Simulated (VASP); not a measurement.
# Te (Im-3m) in VASP: notebook, part 2 of 2

VASP 6.6.1. Earlier steps stand in the parts before.

### 6 Summary

```tsv
level	k mesh	gap on the mesh (eV)	pressure (GPa)
PBE	6 × 6 × 6	none	-7.0
revPBE	6 × 6 × 6	none	-6.2
PBEsol	6 × 6 × 6	none	-9.1
PBE	6 × 6 × 6, shifted	none	-6.9
```

Alike in all rows: task single point; potentials or basis VASP PAW PBE potentials, release 64 (Te); no spin polarisation; cell as given; cutoff (eV) 520; smearing fermi-dirac 0.032 eV.

Every run on the cell as given and a fine mesh finds a metal. The pressure there spans -9.1 GPa (PBEsol) to -6.2 GPa (revPBE); a positive pressure means that this level wants a larger cell, a negative one a smaller.

Caveats: spin-orbit coupling is left out, which moves the levels of the heavy elements; the PAW data sets were made with another functional, which shifts forces and pressure a little (some runs).

Absolute energies hang on the potentials; compare differences alone.
